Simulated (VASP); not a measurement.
Si (a cell with a defect), 15 atoms in the cell. The cell holds a defect, 15 atoms: a = 7.685 Å, b = 7.685 Å, c = 7.685 Å, α = 60.00°, β = 60.00°, γ = 60.00°. 

| Item | Value |
| --- | --- |
| Program | VASP 6.6.1 |
| Task | relaxation of the atoms |
| Functional | PBEsol |
| Potentials or basis | VASP PAW PBE potentials, release 64 (Si) |
| Cutoff | 520 eV |
| k mesh | 3 × 3 × 3 |
| Occupations | gaussian, width 0.02 eV |
| Spin | no spin polarisation |
| Dipole correction | no |
| Charge | -2 |
| Further INCAR settings | LREAL = Auto; ALGO = Normal; EDIFF = 1e-06; IBRION = 2; EDIFFG = -0.02; NSW = 80; NELECT = 62.0 |

Potentials or basis: VASP PAW PBE potentials, release 64 (Si).

Launch:

```bash
$ cat potpaw_PBE.64/Si/POTCAR > POTCAR
$ mpirun -np 1 vasp_std > vasp.out
```

Hardware: 1 thread of Intel(R) Xeon(R) Platinum 8488C (Sapphire Rapids) (shared host).

Problem. How long does it take, and how much memory?

Solution. Wall time 7.9 min on 1 thread of Intel(R) Xeon(R) Platinum 8488C (Sapphire Rapids), with other jobs on the host, peak memory 0.5 GiB. Counts: scf iterations 62, k points 4, ion steps 9.
